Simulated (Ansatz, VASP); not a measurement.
# Two plane-wave programs on Ir

```
Ir
1.0
     2.53718    0.00000    0.00000
     0.00000    2.53718    0.00000
     0.00000    0.00000    2.53718
Ir
1
Direct
  0.00000 0.00000 0.00000
```

Alike in both runs: functional PBEsol; k mesh 8 × 8 × 8; occupations gaussian, width 0.1 eV; no spin polarisation.

Ansatz relaxed the structure, and its values are those at the end. VASP's run is a single point on that final structure, the one shown.

|  | VASP | Ansatz |
| --- | --- | --- |
| version | VASP 6.6.1 | Ansatz 0.2.0 |
| potentials or method | VASP PAW PBE potentials, release 64 (Ir), cutoff 500 eV | scalar-relativistic, plane waves, PAW |
| valence electrons in the cell | 9 | 17 |

|  | VASP | Ansatz | Ansatz less VASP |
| --- | --- | --- | --- |
| gap on the k mesh at the Fermi level (eV) | none | none | - |
| pressure (GPa) | 0.8 | 0.3 | -0.55 |

VASP's potentials were made for PBE, not for PBEsol. A gap of «none» marks a metal or a gap that the smearing closes. The functional is the same, so the differences come from potentials, cutoffs and numerics. VASP's potentials hold 9 valence electrons a cell and Ansatz's 17, so a difference there can come from the potentials and not from the codes.

Neither program's run includes spin-orbit coupling.
